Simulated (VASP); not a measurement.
# AlCu3 (Pm-3m) in VASP: a series of runs

The runs below take AlCu3 through relaxation of cell and atoms, with PBEsol.

Everything below comes from runs of VASP 6.6.1. Logs are shortened: lines on timing, memory, paths and dates and some standing lists are left out, and cuts for length are marked.

## 1. The cell of the first run

The structure is cubic, space group Pm-3m (No. 221). The conventional cell has a = 3.970 Å, b = 3.970 Å, c = 3.970 Å, α = 90.00°, β = 90.00°, γ = 90.00°. Al (site symmetry m-3m) has 6 Cu at 1.99 Å within 2.6 Å. Within 2.6 Å of Cu (site symmetry 4/mmm) lie 2 Al at 1.99 Å.

## 2. Relaxation of cell and atoms, PBEsol

The input, INCAR:

```
PREC = Accurate ; ENCUT = 600
EDIFF = 1E-7 ; ISMEAR = 1
SIGMA = 0.1 ; LREAL = F
LASPH = T ; NELM = 120
ALGO = Normal ; ISIF = 3
LWAVE = F ; LCHARG = F
GGA = PS ; IBRION = 2
NSW = 80 ; EDIFFG = -0.01
GGA_COMPAT = F ; NELMIN = 4
```

The input, KPOINTS:

```
Automatic mesh
0
Gamma
  7 7 7
```

The input, POSCAR:

```
AlCu3
1.0
    3.9700000000      0.0000000000      0.0000000000
    0.0000000000      3.9700000000      0.0000000000
    0.0000000000      0.0000000000      3.9700000000
Al Cu
1 3
Direct
    0.0000000000      0.0000000000      0.0000000000
    0.5000000000      0.0000000000      0.0000000000
    0.0000000000      0.0000000000      0.5000000000
    0.0000000000      0.5000000000      0.0000000000
```

Potentials or basis: VASP PAW PBE potentials, release 64 (Al, Cu).

Command:

```
$ cat potpaw_PBE.64/Al/POTCAR potpaw_PBE.64/Cu/POTCAR > POTCAR
$ mpirun -np 1 vasp_std > vasp.out
```

OUTCAR:

```text
PREC = Accurate
   ENCUT = 600
   EDIFF = 1E-7
   ISMEAR = 1
   LREAL = F
   LASPH = T
   NELM = 120
   ISIF = 3
   GGA = PS
   IBRION = 2
   NSW = 80
   EDIFFG = -0.01
   NELMIN = 4

 ion  position               nearest neighbor table
   1  0.000  0.000  0.000-   2 1.99   3 1.99   4 1.99   3 1.99   4 1.99   2 1.99
   2  0.500  0.000  0.000-   1 1.99   1 1.99
   3  0.000  0.000  0.500-   1 1.99   1 1.99
   4  0.000  0.500  0.000-   1 1.99   1 1.99

  LATTYP: Found a simple cubic cell.
 ALAT       =     3.9700000000

  Lattice vectors:

 A1 = (   3.9700000000,   0.0000000000,   0.0000000000)
 A2 = (   0.0000000000,   3.9700000000,   0.0000000000)
 A3 = (   0.0000000000,   0.0000000000,   3.9700000000)

Analysis of symmetry for initial positions (statically):
=====================================================================
 Subroutine PRICEL returns:
 Original cell was already a primitive cell.

 Routine SETGRP: Setting up the symmetry group for a
 simple cubic supercell.

 Subroutine GETGRP returns: Found 48 space group operations
 (whereof 48 operations were pure point group operations)
 out of a pool of 48 trial point group operations.

The static configuration has the point symmetry O_h .

Analysis of symmetry for dynamics (positions and initial velocities):
=====================================================================
 Subroutine PRICEL returns:
 Original cell was already a primitive cell.

 Routine SETGRP: Setting up the symmetry group for a
 simple cubic supercell.

 Subroutine GETGRP returns: Found 48 space group operations
 (whereof 48 operations were pure point group operations)
 out of a pool of 48 trial point group operations.

The dynamic configuration has the point symmetry O_h .

 Subroutine INISYM returns: Found 48 space group operations
 (whereof 48 operations are pure point group operations),
 and found     1 'primitive' translations

----------------------------------------------------------------------------------------

                                     Primitive cell

  volume of cell :      62.5708

  direct lattice vectors                    reciprocal lattice vectors
     3.970000000  0.000000000  0.000000000     0.251889169  0.000000000  0.000000000
     0.000000000  3.970000000  0.000000000     0.000000000  0.251889169  0.000000000
     0.000000000  0.000000000  3.970000000     0.000000000  0.000000000  0.251889169

  length of vectors
     3.970000000  3.970000000  3.970000000     0.251889169  0.251889169  0.251889169

  position of ions in fractional coordinates (direct lattice)
     0.000000000  0.000000000  0.000000000
     0.500000000  0.000000000  0.000000000
     0.000000000  0.000000000  0.500000000
     0.000000000  0.500000000  0.000000000

  ion indices of the primitive-cell ions
   primitive index   ion index
                 1           1
                 2           2
                 3           3
                 4           4

----------------------------------------------------------------------------------------

 KPOINTS: Automatic mesh

Automatic generation of k-mesh.
 Grid dimensions read from file:
 generate k-points for:    7    7    7

 Generating k-lattice:

  Cartesian coordinates                     Fractional coordinates (reciprocal lattice)
     0.035984167  0.000000000  0.000000000     0.142857143  0.000000000  0.000000000
     0.000000000  0.035984167  0.000000000     0.000000000  0.142857143  0.000000000
     0.000000000  0.000000000  0.035984167     0.000000000  0.000000000  0.142857143

  Length of vectors
     0.035984167  0.035984167  0.035984167

  Shift w.r.t. Gamma in fractional coordinates (k-lattice)
     0.000000000  0.000000000  0.000000000

 Subroutine IBZKPT returns following result:
 ===========================================

 Found     20 irreducible k-points:

 Following reciprocal coordinates:
            Coordinates               Weight
  0.000000  0.000000  0.000000      1.000000
  0.142857  0.000000  0.000000      6.000000
  0.285714  0.000000  0.000000      6.000000
  0.428571  0.000000  0.000000      6.000000
  0.142857  0.142857  0.000000     12.000000
  0.285714  0.142857  0.000000     24.000000
[... 12 lines left out ...]
  0.428571  0.428571  0.285714     24.000000
  0.428571  0.428571  0.428571      8.000000
   k-points           NKPTS =     20   k-points in BZ     NKDIM =     20   number of bands    NBANDS=     22
   number of dos      NEDOS =    301   number of ions     NIONS =      4
   total plane-waves  NPLWV =  32768
   dimension x,y,z NGX =    32 NGY =   32 NGZ =   32
   dimension x,y,z NGXF=    64 NGYF=   64 NGZF=   64
   ions per type =               1   3
   NGX,Y,Z   is equivalent  to a cutoff of  13.40, 13.40, 13.40 a.u.
   NGXF,Y,Z  is equivalent  to a cutoff of  26.80, 26.80, 26.80 a.u.
 SYSTEM =  unknown system
   PREC   = accura    normal or accurate (medium, high low for compatibility)
   ISTART =      0    job   : 0-new  1-cont  2-samecut
   ICHARG =      2    charge: 1-file 2-atom 10-const
   ISPIN  =      1    spin polarized calculation?
   LNONCOLLINEAR =      F non collinear calculations
   LSORBIT =      F    spin-orbit coupling
   LASPH  =      T    aspherical Exc in radial PAW
   ENCUT  =  600.0 eV  44.10 Ry    6.64 a.u.   7.93  7.93  7.93*2*pi/ulx,y,z
   NELM   =    120;   NELMIN=  4; NELMDL= -5     # of ELM steps
   EDIFF  = 0.1E-06   stopping-criterion for ELM
   LREAL  =      F    real-space projection
   EDIFFG = -.1E-01   stopping-criterion for IOM
   NSW    =     80    number of steps for IOM
   IBRION =      2    ionic relax: 0-MD 1-quasi-New 2-CG
   NFREE  =      1    steps in history (QN), initial steepest desc. (CG)
   ISIF   =      3    stress and relaxation
   ISYM   =      2    0-nonsym 1-usesym 2-fastsym
   POTIM  = 0.5000    time-step for ionic-motion
   TEBEG  =    0.0;   TEEND  =   0.0 temperature during run
   PSTRESS=    0.0 pullay stress
   NELECT =      36.0000    total number of electrons
   NUPDOWN=      -1.0000    fix difference up-down
   EMIN   =  10.00;   EMAX   =-10.00  energy-range for DOS
   EFERMI =   0.00;   METHOD = LEGACY
   ISMEAR =     1;   SIGMA  =   0.10  broadening in eV -4-tet -1-fermi 0-gaus
   EFERMI_NEDOS =   21; number of points for ismear=-14 and -15
   IALGO  =     38    algorithm
   IMIX   =      4    mixing-type and parameters
     AMIX     =   0.40;   BMIX     =  1.00
     AMIX_MAG =   1.60;   BMIX_MAG =  1.00
  volume/ion in A,a.u.               =      15.64       105.56
  Fermi-wavevector in a.u.,A,eV,Ry     =   1.361607  2.573064 25.224848  1.853974
  Thomas-Fermi vector in A             =   2.488169
   LORBIT       =      0    0 simple, 1 ext, 2 COOP (PROOUT), +10 PAW based schemes
   GGA     = PS    functional components
   LHFCALC =     F    Hartree Fock is set to
   AEXX    =    0.0000 exact exchange contribution
   IVDW    =     0    specifies the selected vdW correction
   LEPSILON=     F    determine dielectric tensor
   LRPA    =     F    only Hartree local field effects (RPA)
 conjugate gradient relaxation of ions
 non-spin polarized calculation
 Methfessel and Paxton  Order N= 1 SIGMA  =   0.10
  energy-cutoff  :      600.00
  volume of cell :       62.57
 maximum number of plane-waves:      2103
 NGX is ok and might be reduce to    32
   NGX = 15   NGY = 15   NGZ = 15

--------------------------------------- Ionic step        1  -------------------------------------------

 number of electron      36.0000068 magnetization

 Free energy of the ion-electron system (eV)
  ---------------------------------------------------
  ext. energy  EPLUGINS =         0.00000000
  ---------------------------------------------------
  free energy    TOTEN  =        -9.56535636 eV

  energy without entropy =       -9.56413700  energy(sigma->0) =       -9.56494990

 E-fermi :   5.1009     XC(G=0): -10.6318

 val. band max:        5.0329497032   @ k =   0.2857   0.1429   0.1429
 cond. band min:       5.1155641417   @ k =   0.1429   0.1429   0.0000
 fundamental gap:      0.0826144385
 Fermi energy:         5.1008968073

 k-point     1 :       0.0000    0.0000    0.0000
  band No.  band energies     occupation
      1      -4.7453      2.00000
      2       0.2548      2.00000
      3       0.2548      2.00000
      4       0.2548      2.00000
      5       0.2612      2.00000
      6       1.1100      2.00000
[... 596 lines left out ...]
  FREE ENERGIE OF THE ION-ELECTRON SYSTEM (eV)
  ---------------------------------------------------
  free  energy   TOTEN  =       -12.2494844166 eV

  energy  without entropy=      -12.2501485282  energy(sigma->0) =      -12.24970579

[... ionic steps 4 to 16 ...]

--------------------------------------- Ionic step       17  -------------------------------------------

 number of electron      36.0000064 magnetization

------------------------ aborting loop because EDIFF is reached ----------------------------------------

  FORCE on cell =-STRESS in cart. coord.  units (eV):
  Direction    XX          YY          ZZ          XY          YZ          ZX
  --------------------------------------------------------------------------------------
  -------------------------------------------------------------------------------------
  Total        0.0871941      0.0871941      0.0871941      0.0000000      0.0000000     -0.0000000
  in kB        1.4925075      1.4925075      1.4925075      0.0000000      0.0000000     -0.0000000
  external PRESSURE =       1.4925075 kB  Pullay stress =       0.0000000 kB
[... 61 lines left out ...]
  energy  without entropy=      -12.2529753423  energy(sigma->0) =      -12.25230442

--------------------------------------- Ionic step       19  -------------------------------------------

 number of electron      36.0000065 magnetization

 Free energy of the ion-electron system (eV)
  ---------------------------------------------------
  ext. energy  EPLUGINS =         0.00000000
  ---------------------------------------------------
  free energy    TOTEN  =       -12.25204909 eV

  energy without entropy =      -12.25311946  energy(sigma->0) =      -12.25240588

 E-fermi :   1.6952     XC(G=0):  -8.7583

 val. band max:        1.6724541959   @ k =   0.2857   0.1429   0.1429
 cond. band min:       1.7600248245   @ k =   0.1429   0.0000   0.0000
 fundamental gap:      0.0875706286
 Fermi energy:         1.6951516156

 k-point     1 :       0.0000    0.0000    0.0000
  band No.  band energies     occupation
      1      -5.8489      2.00000
      2      -1.2187      2.00000
      3      -1.1976      2.00000
      4      -1.1976      2.00000
      5      -1.1976      2.00000
      6      -0.8214      2.00000
[... 520 lines left out ...]
  FREE ENERGIE OF THE ION-ELECTRON SYSTEM (eV)
  ---------------------------------------------------
  free  energy   TOTEN  =       -12.2520490910 eV

  energy  without entropy=      -12.2531194608  energy(sigma->0) =      -12.25240588

 reached required accuracy - stopping structural energy minimisation
```

Run time: 2.7 min. Hardware: 1 thread of Intel Xeon Platinum 8488C (Sapphire Rapids), shared host; peak memory 0.19 GiB.

What came out:

```yaml
Free_energy: -12.2520 eV
Relaxed_volume: 23.50 Å³/atom
Relaxed_cell: a = 4.547 Å, b = 4.547 Å, c = 4.547 Å, α = 90.00°, β = 90.00°, γ = 90.00°
Space_group_after_relaxing_to_0.05_Å: Pm-3m (No. 221)
Energy_gained_by_relaxing: 671.7 meV/atom
Ionic_steps: 19
Pressure_after_relaxing: 0.0 GPa
Band_gap_on_the_k_mesh: zero (band 18 reaches 2.67 eV, above the bottom of band 19 at 1.19 eV)
```

Step by step:
```csv
step,energy change (eV),largest force (eV/Å),pressure (GPa),volume (Å³)
1,0.0000,0.0000,38.79,62.57
2,-2.5807,0.0000,-3.24,103.52
3,-2.6841,0.0000,0.62,92.63
4,-2.6866,0.0000,-0.10,94.17
5,-2.6863,0.0000,0.26,93.45
6,-2.6863,0.0000,0.25,93.45
7,-2.6863,0.0000,0.25,93.47
8,-2.6863,0.0000,0.23,93.47
9,-2.6863,0.0000,0.23,93.47
10,-2.6863,0.0000,0.23,93.47
11,-2.6863,0.0000,0.23,93.47
12,-2.6863,0.0000,0.23,93.47
13,-2.6864,0.0000,0.24,93.48
14,-2.6864,0.0000,0.23,93.49
15,-2.6864,0.0000,0.23,93.50
16,-2.6864,0.0000,0.18,93.54
17,-2.6865,0.0000,0.15,93.60
18,-2.6866,0.0000,0.12,93.73
19,-2.6867,0.0000,-0.01,94.00
```

Final structure:
```cif
data_structure
_symmetry_space_group_name_H-M 'P 1'
_symmetry_Int_Tables_number 1
_cell_length_a 4.5468
_cell_length_b 4.5468
_cell_length_c 4.5468
_cell_angle_alpha 90.000
_cell_angle_beta 90.000
_cell_angle_gamma 90.000
_cell_volume 94.00
loop_
_atom_site_label
_atom_site_type_symbol
_atom_site_fract_x
_atom_site_fract_y
_atom_site_fract_z
_atom_site_occupancy
Al1 Al 0.00000 0.00000 0.00000 1
Cu1 Cu 0.50000 0.00000 0.00000 1
Cu2 Cu 0.00000 0.00000 0.50000 1
Cu3 Cu 0.00000 0.50000 0.00000 1
```

Levels at points of the mesh, in eV from the Fermi level:
```
           k point  band 15  band 16  band 17  band 18  band 19  band 20  band 21  band 22
(0.00, 0.00, 0.00)    -1.82    -1.58    -0.15    -0.15    -0.15     2.15     2.15     4.67
```

Caveat: the volume moved by over 15 % at a fixed basis, so the end points are rough; the PAW data sets were made with another functional, which shifts forces and pressure a little.

## 3. Relaxation of cell and atoms, PBEsol, target pressure 10 GPa, at which the enthalpy is minimised

The input, INCAR:

```
SYSTEM = AlCu3
PREC = Accurate ; ENCUT = 600
EDIFF = 1E-7 ; ISMEAR = 1
SIGMA = 0.1 ; LREAL = .FALSE.
LASPH = .TRUE. ; NELM = 120
ALGO = Normal ; ISIF = 3
LWAVE = .FALSE. ; LCHARG = .FALSE.
GGA = PS ; IBRION = 2
NSW = 80 ; EDIFFG = -0.01
PSTRESS = 100.0 ; GGA_COMPAT = .FALSE.
NELMIN = 4
```

The input, KPOINTS:

```
regular mesh
0
G
  7 7 7
  0 0 0
```

POSCAR is that of step 2.

Potentials or basis: VASP PAW PBE potentials, release 64 (Al, Cu).

Command:

```
$ cat potpaw_PBE.64/Al/POTCAR potpaw_PBE.64/Cu/POTCAR > POTCAR
$ mpirun -np 1 vasp_std > vasp.out
```

Wall time 50 s (1 thread of Intel Xeon Platinum 8488C (Sapphire Rapids), shared host); peak memory 0.19 GiB.

Results (log left out):

- Free energy: -11.8541 eV
- Relaxed volume: 19.82 Å³/atom
- Relaxed cell: a = 4.296 Å, b = 4.296 Å, c = 4.296 Å, α = 90.00°, β = 90.00°, γ = 90.00°
- Space group after relaxing (to 0.05 Å): Pm-3m (No. 221)
- Energy change on relaxing (the enthalpy is what falls): -572.2 meV/atom
- Ionic steps: 3
- Pressure after relaxing: 10.0 GPa
- Band gap on the k mesh: zero (band 18 reaches 3.99 eV, above the bottom of band 19 at 2.37 eV)

The path:
| step | energy change (eV) | largest force (eV/Å) | pressure (GPa) | volume (Å³) |
| --- | --- | --- | --- | --- |
| 1 | 0.0000 | 0.0000 | 38.79 | 62.57 |
| 2 | -2.6788 | 0.0000 | 1.10 | 91.64 |
| 3 | -2.2887 | 0.0000 | 9.97 | 79.26 |

Final structure:
```cif
data_structure
_symmetry_space_group_name_H-M 'P 1'
_symmetry_Int_Tables_number 1
_cell_length_a 4.2956
_cell_length_b 4.2956
_cell_length_c 4.2956
_cell_angle_alpha 90.000
_cell_angle_beta 90.000
_cell_angle_gamma 90.000
_cell_volume 79.26
loop_
_atom_site_label
_atom_site_type_symbol
_atom_site_fract_x
_atom_site_fract_y
_atom_site_fract_z
_atom_site_occupancy
Al1 Al 0.00000 0.00000 0.00000 1
Cu1 Cu 0.50000 0.00000 0.00000 1
Cu2 Cu 0.00000 0.00000 0.50000 1
Cu3 Cu 0.00000 0.50000 0.00000 1
```

Levels at points of the mesh, in eV from the Fermi level:
```tsv
k point	band 16	band 17	band 18	band 19	band 20	band 21
(0.00, 0.00, 0.00)	-1.85	-0.33	-0.33	-0.33	2.62	2.62
```

Caveat: the cell is relaxed towards a set pressure, so the enthalpy falls and the energy may rise; the volume moved by over 15 % at a fixed basis, so the end points are rough; the PAW data sets were made with another functional, which shifts forces and pressure a little.
